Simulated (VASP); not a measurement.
Ti3Si2, 5 atoms in the cell. The structure is cubic, space group Pm-3m (No. 221). The conventional cell has a = 4.550 Å, b = 4.550 Å, c = 4.550 Å, α = 90.00°, β = 90.00°, γ = 90.00°. Ti (site symmetry 4/mmm) has 2 Si at 2.27 Å within 3.0 Å. Si (site symmetry m-3m) has 6 Ti at 2.27 Å within 3.0 Å. Si (site symmetry m-3m) has 12 Ti at 3.22 Å and 8 Si at 3.94 Å within 4.2 Å. 

| Property | Result |
| --- | --- |
| Program | VASP 6.6.1 |
| Task | relaxation of cell and atoms |
| Functional | PBE |
| Potentials or basis | VASP PAW PBE potentials, release 64 (Ti_sv, Si) |
| Cutoff | 600 eV |
| k mesh | 8 × 8 × 8 |
| Occupations | gaussian, width 0.1 eV |
| Spin | no spin polarisation |
| Dipole correction | no |
| Further INCAR settings | ALGO = Fast; EDIFF = 1e-06; IBRION = 2; EDIFFG = -0.01; NSW = 100; ISIF = 3 |

Potentials or basis: VASP PAW PBE potentials, release 64 (Ti_sv, Si).

Launch:

```bash
$ cat potpaw_PBE.64/Ti_sv/POTCAR potpaw_PBE.64/Si/POTCAR > POTCAR
$ mpirun -np 1 vasp_std > vasp.out
```

Hardware: 1 thread of Intel Xeon 6975P-C, on a shared host.

Task: How long does it take, and how much memory?

Result: Wall time 3.3 min on 1 thread of Intel Xeon 6975P-C, on a shared host, peak memory 0.26 GiB. Counts: scf iterations 53, k points 35, ion steps 1.
